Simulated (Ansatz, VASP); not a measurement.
**Two plane-wave programs on TlCl**

```
Tl Cl
1.0
     3.83883    0.00000    0.00000
     0.00000    3.83883    0.00000
     0.00000    0.00000    3.83883
Tl Cl
1 1
Direct
  0.00000 0.00000 0.00000
  0.50000 0.50000 0.50000
```

Alike in both runs: task single point; functional PBEsol; k mesh 4 × 4 × 4; no spin polarisation.

```csv
,VASP,Ansatz
version,VASP 6.6.1,Ansatz 0.2.0
potentials or method,"VASP PAW PBE potentials, release 64 (Tl_d, Cl)",plane waves
plane-wave cutoff (eV),500,420
occupations,"methfessel-paxton of order 1, width 0.2 eV","cold, width 0.2 eV"
valence electrons in the cell,20,20
```

```tsv
	VASP	Ansatz	Ansatz less VASP
gap on the k mesh at the Fermi level (eV)	1.94	1.94	-0.006
pressure (GPa)	-1.4	-1.3	+0.05
```

VASP's potentials were made for PBE, not for PBEsol.

Neither program's run includes spin-orbit coupling.
